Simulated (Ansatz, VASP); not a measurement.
## HfS2: VASP beside Ansatz

```
Hf S
1.0
     3.70290    0.00000    0.00000
    -1.85145    3.20681    0.00000
     0.00000    0.00000    5.99593
Hf S
1 2
Cartesian
  0.0000 0.0000 0.0000
  0.0000 2.1379 1.4088
  1.8515 1.0689 4.5872
```

Change from the starting cell: hydrostatic strain +2.0%.

Alike in both runs: task single point; functional HSE06; k mesh 6 × 6 × 4; no spin polarisation.

|  | VASP | Ansatz |
| --- | --- | --- |
| version | VASP 6.6.1 | Ansatz 0.2.0 |
| potentials or method | VASP PAW PBE potentials, release 64 (Hf_pv, S) | plane waves, PAW |
| plane-wave cutoff (eV) | 400 | 420 |
| occupations | gaussian, width 0.01 eV | fixed |
| valence electrons in the cell | 22 | 38 |

```tsv
	VASP	Ansatz	Ansatz less VASP
gap on the k mesh at the Fermi level (eV)	2.10	2.12	+0.027
pressure (GPa)	-2.5	-1.3	+1.22
traceless stress, the component that is largest in VASP (GPa)	2.20	1.91	-0.289
rms of the force components (eV/Å)	0.092	0.028	-0.0636
```

Atom by atom the forces differ by 0.064 eV/Å (rms over components). VASP's potentials hold 22 valence electrons a cell and Ansatz's 38, so a difference there can come from the potentials and not from the codes. Ansatz's warnings: stress exchange threshold loose, stress scf threshold loose.

Neither program's run includes spin-orbit coupling.
